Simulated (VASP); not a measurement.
# Re (P6_3/mmc) in VASP: a series of runs

Runs on Re. Level: PBE. Tasks: electric field gradients.

Program: VASP 6.6.1. These are calculated values, not measurements. Logs are shortened: lines on timing, memory, paths and dates and some standing lists are left out, and cuts for length are marked.

### Step 1. The cell of the first run

It takes space group P6_3/mmc (No. 194, hexagonal). Conventional cell: a = 2.728 Å, b = 2.728 Å, c = 4.410 Å, α = 90.00°, β = 90.00°, γ = 120.00°. Re (site symmetry -6m2) has 12 Re at 2.71 to 2.73 Å within 3.6 Å.

### Step 2. Electric field gradients, PBE (14.21 Å³/atom)

The input, INCAR:

```
ALGO = Normal
EDIFF = 1E-8
ENCUT = 520
GGA = PE
ISIF = 2
ISMEAR = -1
LASPH = True
LCHARG = False
LEFG = True
LREAL = False
LWAVE = False
NBANDS = 14
NELM = 60
PREC = Accurate
SIGMA = 0.08
```

The input, KPOINTS:

```
k-points
0
Gamma
  14 14 8
```

The input, POSCAR:

```
Re
1.0
    2.7277339515      0.0000000000      0.0000000000
   -1.3638669757      2.3622868968      0.0000000000
    0.0000000000      0.0000000000      4.4098328970
Re
2
Direct
    0.3333333333      0.6666666667      0.2500000000
    0.6666666667      0.3333333333      0.7500000000
```

Potentials or basis: VASP PAW PBE potentials, release 64 (Re).

Launch:

```bash
> cat potpaw_PBE.64/Re/POTCAR > POTCAR
> mpirun -np 1 vasp_std > vasp.out
```

OUTCAR:

```text
EDIFF = 1E-8
   ENCUT = 520
   GGA = PE
   ISIF = 2
   ISMEAR = -1
   LASPH = True
   LREAL = False
   NELM = 60
   PREC = Accurate

 ion  position               nearest neighbor table
   1  0.333  0.667  0.250-   2 2.71   2 2.71   2 2.71   2 2.71   2 2.71   2 2.71
   2  0.667  0.333  0.750-   1 2.71   1 2.71   1 2.71   1 2.71   1 2.71   1 2.71

  LATTYP: Found a hexagonal cell.
 ALAT       =     2.7277339515
 C/A-ratio  =     1.6166653257

  Lattice vectors:

 A1 = (   2.7277339515,   0.0000000000,   0.0000000000)
 A2 = (  -1.3638669757,   2.3622868968,   0.0000000000)
 A3 = (   0.0000000000,   0.0000000000,   4.4098328970)

Analysis of symmetry for initial positions (statically):
=====================================================================
 Subroutine PRICEL returns:
 Original cell was already a primitive cell.

 Routine SETGRP: Setting up the symmetry group for a
 hexagonal supercell.

 Subroutine GETGRP returns: Found 24 space group operations
 (whereof 12 operations were pure point group operations)
 out of a pool of 24 trial point group operations.

The static configuration has the point symmetry D_3d.
 The point group associated with its full space group is D_6h.

Analysis of symmetry for dynamics (positions and initial velocities):
=====================================================================
 Subroutine PRICEL returns:
 Original cell was already a primitive cell.

 Routine SETGRP: Setting up the symmetry group for a
 hexagonal supercell.

 Subroutine GETGRP returns: Found 24 space group operations
 (whereof 12 operations were pure point group operations)
 out of a pool of 24 trial point group operations.

The dynamic configuration has the point symmetry D_3d.
 The point group associated with its full space group is D_6h.

 Subroutine INISYM returns: Found 24 space group operations
 (whereof 12 operations are pure point group operations),
 and found     1 'primitive' translations

----------------------------------------------------------------------------------------

                                     Primitive cell

  volume of cell :      28.4156

  direct lattice vectors                    reciprocal lattice vectors
     2.727733951  0.000000000  0.000000000     0.366604668  0.211659304  0.000000000
    -1.363866976  2.362286897  0.000000000     0.000000000  0.423318608  0.000000000
     0.000000000  0.000000000  4.409832897     0.000000000  0.000000000  0.226765962

  length of vectors
     2.727733951  2.727733952  4.409832897     0.423318608  0.423318608  0.226765962

  position of ions in fractional coordinates (direct lattice)
     0.333333333  0.666666667  0.250000000
     0.666666667  0.333333333  0.750000000

  ion indices of the primitive-cell ions
   primitive index   ion index
                 1           1
                 2           2

----------------------------------------------------------------------------------------

 KPOINTS: k-points

Automatic generation of k-mesh.
 Grid dimensions read from file:
 generate k-points for:   14   14    8

 Generating k-lattice:

  Cartesian coordinates                     Fractional coordinates (reciprocal lattice)
     0.026186048  0.015118522  0.000000000     0.071428571  0.000000000  0.000000000
     0.000000000  0.030237043  0.000000000     0.000000000  0.071428571  0.000000000
     0.000000000  0.000000000  0.028345745     0.000000000  0.000000000  0.125000000

  Length of vectors
     0.030237043  0.030237043  0.028345745

  Shift w.r.t. Gamma in fractional coordinates (k-lattice)
     0.000000000  0.000000000  0.000000000

 Subroutine IBZKPT returns following result:
 ===========================================

 Found    120 irreducible k-points:

 Following reciprocal coordinates:
            Coordinates               Weight
  0.000000  0.000000  0.000000      1.000000
  0.071429  0.000000  0.000000      6.000000
  0.142857 -0.000000  0.000000      6.000000
  0.214286 -0.000000  0.000000      6.000000
  0.285714  0.000000  0.000000      6.000000
  0.357143 -0.000000  0.000000      6.000000
[... 16 lines left out ...]
  0.285714  0.285714  0.000000      6.000000
  0.357143  0.285714  0.000000      6.000000
 [... further k-points ...]
   k-points           NKPTS =    120   k-points in BZ     NKDIM =    120   number of bands    NBANDS=     14
   number of dos      NEDOS =    301   number of ions     NIONS =      2
   total plane-waves  NPLWV =  14400
   dimension x,y,z NGX =    20 NGY =   20 NGZ =   36
   dimension x,y,z NGXF=    40 NGYF=   40 NGZF=   72
   ions per type =               2
   NGX,Y,Z   is equivalent  to a cutoff of  12.19, 12.19, 13.57 a.u.
   NGXF,Y,Z  is equivalent  to a cutoff of  24.38, 24.38, 27.14 a.u.
 SYSTEM =  unknown system
   PREC   = accura    normal or accurate (medium, high low for compatibility)
   ISTART =      0    job   : 0-new  1-cont  2-samecut
   ICHARG =      2    charge: 1-file 2-atom 10-const
   ISPIN  =      1    spin polarized calculation?
   LNONCOLLINEAR =      F non collinear calculations
   LSORBIT =      F    spin-orbit coupling
   LASPH  =      T    aspherical Exc in radial PAW
   ENCUT  =  520.0 eV  38.22 Ry    6.18 a.u.   5.07  5.07  8.20*2*pi/ulx,y,z
   NELM   =     60;   NELMIN=  2; NELMDL= -5     # of ELM steps
   EDIFF  = 0.1E-07   stopping-criterion for ELM
   LREAL  =      F    real-space projection
   EDIFFG = 0.1E-06   stopping-criterion for IOM
   NSW    =      0    number of steps for IOM
   IBRION =     -1    ionic relax: 0-MD 1-quasi-New 2-CG
   NFREE  =      0    steps in history (QN), initial steepest desc. (CG)
   ISIF   =      2    stress and relaxation
   ISYM   =      2    0-nonsym 1-usesym 2-fastsym
   POTIM  = 0.5000    time-step for ionic-motion
   TEBEG  =    0.0;   TEEND  =   0.0 temperature during run
   PSTRESS=    0.0 pullay stress
   NELECT =      14.0000    total number of electrons
   NUPDOWN=      -1.0000    fix difference up-down
   EMIN   =  10.00;   EMAX   =-10.00  energy-range for DOS
   EFERMI =   0.00;   METHOD = LEGACY
   ISMEAR =    -1;   SIGMA  =   0.08  broadening in eV -4-tet -1-fermi 0-gaus
   EFERMI_NEDOS =   21; number of points for ismear=-14 and -15
   IALGO  =     38    algorithm
   IMIX   =      4    mixing-type and parameters
     AMIX     =   0.40;   BMIX     =  1.00
     AMIX_MAG =   1.60;   BMIX_MAG =  1.00
  volume/ion in A,a.u.               =      14.21        95.88
  Fermi-wavevector in a.u.,A,eV,Ry     =   1.293000  2.443416 22.746893  1.671849
  Thomas-Fermi vector in A             =   2.424673
   LORBIT       =      0    0 simple, 1 ext, 2 COOP (PROOUT), +10 PAW based schemes
   GGA     = PE    functional components
   LHFCALC =     F    Hartree Fock is set to
   AEXX    =    0.0000 exact exchange contribution
   IVDW    =     0    specifies the selected vdW correction
   LEPSILON=     F    determine dielectric tensor
   LRPA    =     F    only Hartree local field effects (RPA)
 non-spin polarized calculation
  energy-cutoff  :      520.00
  volume of cell :       28.42
 maximum number of plane-waves:       782
   NGX = 11   NGY = 11   NGZ = 17

 number of electron      14.0000000 magnetization

 Free energy of the ion-electron system (eV)
  ---------------------------------------------------
  ext. energy  EPLUGINS =         0.00000000
  ---------------------------------------------------
  free energy    TOTEN  =       -24.77952483 eV

  energy without entropy =      -24.74767860  energy(sigma->0) =      -24.76360171

 E-fermi :   8.3056     XC(G=0): -13.9252

 val. band max:        8.2808692486   @ k =   0.1429  -0.0000   0.0000
 cond. band min:       8.3061559485   @ k =   0.1429   0.1429   0.0000
 fundamental gap:      0.0252866999
 Fermi energy:         8.3055508883

 k-point     1 :       0.0000    0.0000    0.0000
  band No.  band energies     occupation
      1      -1.7832      2.00000
      2       1.4377      2.00000
      3       6.6399      2.00000
      4       6.6505      2.00000
      5       6.6505      2.00000
      6       7.5326      1.99987
      7       7.5326      1.99987
      8       8.5232      0.12348
      9       8.5232      0.12348
     10       9.0090      0.00030
     11      11.8516      0.00000
     12      11.8516      0.00000
     13      18.8046      0.00000
     14      22.5227      0.00000
[... 375 lines left out ...]
 k-point    24 :       0.3571    0.2857    0.0000
  band No.  band energies     occupation
      1       2.8380      2.00000
      2       3.9637      2.00000
      3       4.0802      2.00000
      4       4.9291      2.00000
      5       5.9727      2.00000
      6       6.2670      2.00000
      7       8.2246      1.46670
      8      11.2746      0.00000
      9      11.8076      0.00000
     10      12.0205      0.00000
     11      15.2525      0.00000
     12      15.3526      0.00000
     13      17.1331      0.00000
     14      23.0152      0.00000

 [... further k-points ...]
[... 5 lines left out ...]
  --------------------------------------------------------------------------------------
  -------------------------------------------------------------------------------------
  Total        3.6958950      3.6958950      3.6827112      0.0000000      0.0000000      0.0000000
  in kB      208.3883414    208.3883414    207.6449904      0.0000000      0.0000000      0.0000000
  external PRESSURE =     208.1405577 kB  Pullay stress =       0.0000000 kB

 VOLUME and BASIS-vectors are now :
 -----------------------------------------------------------------------------
  energy-cutoff  :      520.00
  volume of cell :       28.42
      direct lattice vectors                 reciprocal lattice vectors
     2.727733951  0.000000000  0.000000000     0.366604668  0.211659304  0.000000000
    -1.363866976  2.362286897  0.000000000     0.000000000  0.423318608  0.000000000
     0.000000000  0.000000000  4.409832897     0.000000000  0.000000000  0.226765962

 POSITION                                       TOTAL-FORCE (eV/Angst)
 -----------------------------------------------------------------------------------
     -0.00000      1.57486      1.10246        -0.000000      0.000000      0.000000
      1.36387      0.78743      3.30737         0.000000     -0.000000      0.000000
 -----------------------------------------------------------------------------------
    total drift:                                0.000000     -0.000000     -0.000000

  FREE ENERGIE OF THE ION-ELECTRON SYSTEM (eV)
  ---------------------------------------------------
  free  energy   TOTEN  =       -24.7795248284 eV

  energy  without entropy=      -24.7476785979  energy(sigma->0) =      -24.76360171

 Electric field gradients (V/A^2)
---------------------------------------------------------------------
 ion       V_xx      V_yy      V_zz      V_xy      V_xz      V_yz
---------------------------------------------------------------------
   1      36.746    36.746   -73.492    -0.000     0.000     0.000
   2      36.746    36.746   -73.492    -0.000     0.000     0.000
---------------------------------------------------------------------

 Electric field gradients after diagonalization (V/A^2)
 (convention: |V_zz| > |V_xx| > |V_yy|)
----------------------------------------------------------------------
 ion       V_xx      V_yy      V_zz     asymmetry (V_yy - V_xx)/ V_zz
----------------------------------------------------------------------
   1      36.746    36.746   -73.492       0.000
   2      36.746    36.746   -73.492       0.000
----------------------------------------------------------------------

           NMR quadrupolar parameters

 Cq : quadrupolar parameter    Cq=e*Q*V_zz/h
 eta: asymmetry parameters     (V_yy - V_xx)/ V_zz
 Q  : nuclear electric quadrupole moment in mb (millibarn)
----------------------------------------------------------------------
 ion       Cq(MHz)       eta       Q (mb)
----------------------------------------------------------------------
   1      -0.178       0.000       1.000
   2      -0.178       0.000       1.000
----------------------------------------------------------------------
```

Wall time 20 s (1 thread of Intel Xeon 6975P-C (Granite Rapids), shared host); peak memory 0.17 GiB.

Results:

| Quantity | Value |
| --- | --- |
| Free energy | -24.7795 eV |
| Pressure | 20.8 GPa |
| Band gap on the k mesh | zero (bands 7 and 8 overlap by 3.43 eV) |
| Largest electric field gradient by atom | Re -73.5 V/Å² |

Levels at points of the mesh, in eV from the Fermi level:
| k point | band 3 | band 4 | band 5 | band 6 | band 7 | band 8 | band 9 | band 10 | band 11 | band 12 |
| --- | --- | --- | --- | --- | --- | --- | --- | --- | --- | --- |
| (0.00, 0.00, 0.00) | -1.67 | -1.66 | -1.66 | -0.77 | -0.77 | 0.22 | 0.22 | 0.70 | 3.55 | 3.55 |
| (0.50, 0.00, 0.00) | -5.49 | -2.02 | -1.72 | -1.42 | -0.61 | 4.21 | 4.62 | 4.77 | 6.40 | 7.42 |
| (0.00, 0.00, 0.50) | -2.47 | -2.47 | -1.79 | -1.79 | -1.79 | -1.79 | 2.70 | 2.70 | 2.70 | 2.70 |
| (0.50, 0.00, 0.50) | -4.29 | -4.29 | 0.43 | 0.43 | 1.02 | 1.02 | 4.54 | 4.54 | 5.04 | 5.04 |

Electric field gradients, principal values (V/Å²):
| atom | least | middle | greatest (by size) |
| --- | --- | --- | --- |
| 1 Re | 36.746 | 36.746 | -73.492 |
| 2 Re | 36.746 | 36.746 | -73.492 |

Caveat: the cell stands under pressure; without QUAD_EFG the Cq values of the log hold for a quadrupole moment of 1 mb, not for the nuclei; spin-orbit coupling is left out, which moves the levels of the heavy elements.

(Part 1 of 4 ends here.)

The gap in the log of VASP goes by the Fermi energy; the results here count the filled bands.